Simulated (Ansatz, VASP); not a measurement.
**Two plane-wave programs on GaS**

File INCAR:

```
SYSTEM = GaS
PREC = Accurate
ENCUT = 500
EDIFF = 1E-7
ISMEAR = 0
SIGMA = 0.02
LREAL = .FALSE.
LASPH = .TRUE.
NELM = 120
ALGO = Normal
ISIF = 3
LWAVE = .FALSE.
LCHARG = .FALSE.
GGA = CA
IBRION = 2
NSW = 70
EDIFFG = -0.005
GGA_COMPAT = .FALSE.
NELMIN = 4
```

The input KPOINTS:

```
regular mesh
0
G
  9 9 2
  0 0 0
```

POSCAR

```
GaS
1.0
    3.5900774649      0.0000000000      0.0000000000
   -1.7950387324      3.1090982861      0.0000000000
    0.0000000000      0.0000000000     15.4502754569
Ga S
4 4
Direct
    0.3333333333      0.6666666667      0.1707810931
    0.6666666667      0.3333333333      0.6707810931
    0.3333333333      0.6666666667      0.3292189069
    0.6666666667      0.3333333333      0.8292189069
    0.3333333333      0.6666666667      0.6003449030
    0.6666666667      0.3333333333      0.1003449030
    0.3333333333      0.6666666667      0.8996550970
    0.6666666667      0.3333333333      0.3996550970
```

Input for Ansatz:

```yaml
crystal:
  lattice:
    - [3.5900774649, 0.0, 0.0]
    - [-1.7950387324, 3.1090982861, 0.0]
    - [0.0, 0.0, 15.4502754569]
  atoms:
    - { symbol: Ga, position: [0.3333333333, 0.6666666667, 0.1707810931] }
    - { symbol: Ga, position: [0.6666666667, 0.3333333333, 0.6707810931] }
    - { symbol: Ga, position: [0.3333333333, 0.6666666667, 0.3292189069] }
    - { symbol: Ga, position: [0.6666666667, 0.3333333333, 0.8292189069] }
    - { symbol: S, position: [0.3333333333, 0.6666666667, 0.600344903] }
    - { symbol: S, position: [0.6666666667, 0.3333333333, 0.100344903] }
    - { symbol: S, position: [0.3333333333, 0.6666666667, 0.899655097] }
    - { symbol: S, position: [0.6666666667, 0.3333333333, 0.399655097] }
basis:
  ecutwfc: 420
kpoints:
  mp_grid: { grid: [9, 9, 2] }
hamiltonian:
  xc: lda
scf:
  occupations: { method: gaussian, width: 0.02 }
output:
  forces: true
  stress: true
  eigenvalues: true
relax:
  adjacent_minimum: "off"
  f_tol: 0.005
  max_steps: 50
  cell: { stress_tol: 0.05 }
```

Alike in both runs: task relaxation of cell and atoms; functional LDA; k mesh 9 × 9 × 2; occupations gaussian, width 0.02 eV; no spin polarisation.

```csv
,VASP,Ansatz
version,VASP 6.6.1,Ansatz 0.2.0
potentials or method,"VASP PAW LDA potentials, release 64 (Ga_d, S), cutoff 500 eV","scalar-relativistic, plane waves, PAW"
valence electrons in the cell,76,76
```

Ansatz gave:

| Property | Result |
| --- | --- |
| gap on the k mesh at the Fermi level, each at its own relaxed structure (eV) | 1.38 |
| relaxed volume (Å³/atom) | 20.62 |
| relaxed cell length with the largest relative difference (Å) | 15.235 |

Estimate VASP's values.

gap on the k mesh at the Fermi level, each at its own relaxed structure (eV): 1.40; relaxed volume (Å³/atom): 20.66; relaxed cell length with the largest relative difference (Å): 15.254.

LDA's correlation is that of Perdew and Zunger in VASP and of Perdew and Wang (1992) in Ansatz.
